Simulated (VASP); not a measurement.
Set up this calculation in VASP 6.6.1, as the native input.

```
Task                   : single point
Functional             : r2SCAN
Potentials or basis    : VASP PAW PBE potentials, release 64 (Sr_sv, Cl)
Cutoff                 : 520 eV
k mesh                 : 6 × 6 × 6
Occupations            : gaussian, width 0.05 eV
Spin                   : no spin polarisation
Dipole correction      : no
Further INCAR settings : ALGO = Normal; EDIFF = 1e-06; NBANDS = 19
```

Crystal: SrCl2.

```
CELL_PARAMETERS angstrom
0.00000 3.48550 3.20666
3.48550 0.00000 3.20666
3.48550 3.48550 0.00000
ATOMIC_POSITIONS crystal
Sr 0.00000 0.00000 0.00000
Cl 0.25000 0.25000 0.25000
Cl 0.75000 0.75000 0.75000
```

This cell differs from its parent crystal: strain +0.000 along x and y, -0.080 along z.

These files were run (other wordings do the same):

POSCAR

```
SrCl2
1.0
    0.0000000000      3.4855000000      3.2066600000
    3.4855000000      0.0000000000      3.2066600000
    3.4855000000      3.4855000000      0.0000000000
Sr Cl
1 2
Direct
    0.0000000000      0.0000000000      0.0000000000
    0.2500000000      0.2500000000      0.2500000000
    0.7500000000      0.7500000000      0.7500000000
```

INCAR.step1

```
ALGO = Normal ; EDIFF = 1E-4
ENCUT = 520 ; GGA = PE
ISMEAR = 0 ; LASPH = True
LCHARG = False ; LREAL = False
LWAVE = True ; NBANDS = 19
NELM = 100 ; PREC = Accurate
SIGMA = 0.05
```

INCAR.step2

```
ALGO = Normal ; EDIFF = 1E-6
ENCUT = 520 ; ISIF = 2
ISMEAR = 0 ; ISTART = 1
LASPH = True ; LCHARG = False
LMIXTAU = True ; LREAL = False
LWAVE = False ; METAGGA = R2SCAN
NBANDS = 19 ; NELM = 100
PREC = Accurate ; SIGMA = 0.05
```

KPOINTS

```
k-points
0
Gamma
  6 6 6
```

Potentials or basis: VASP PAW PBE potentials, release 64 (Sr_sv, Cl).

The run is started by

```sh
$ cat potpaw_PBE.64/Sr_sv/POTCAR potpaw_PBE.64/Cl/POTCAR > POTCAR
$ cp INCAR.step1 INCAR
$ mpirun -np 1 vasp_std > vasp.out
$ cp INCAR.step2 INCAR
$ mpirun -np 1 vasp_std > vasp.out
```

Results of the run:

| Item | Value |
| --- | --- |
| Pressure | 4.5 GPa |
| Band gap on the k mesh | 5.40 eV (least direct gap 5.44 eV) |

Caveat: the cell differs from its parent crystal (strain +0.000 along x and y, -0.080 along z); the cell stands under pressure; the PAW data sets were made with another functional, which shifts forces and pressure a little.

It took 110 s on 1 thread of AMD EPYC 9R45 96-Core Processor (Zen 5) (shared host), peak memory 0.21 GiB.
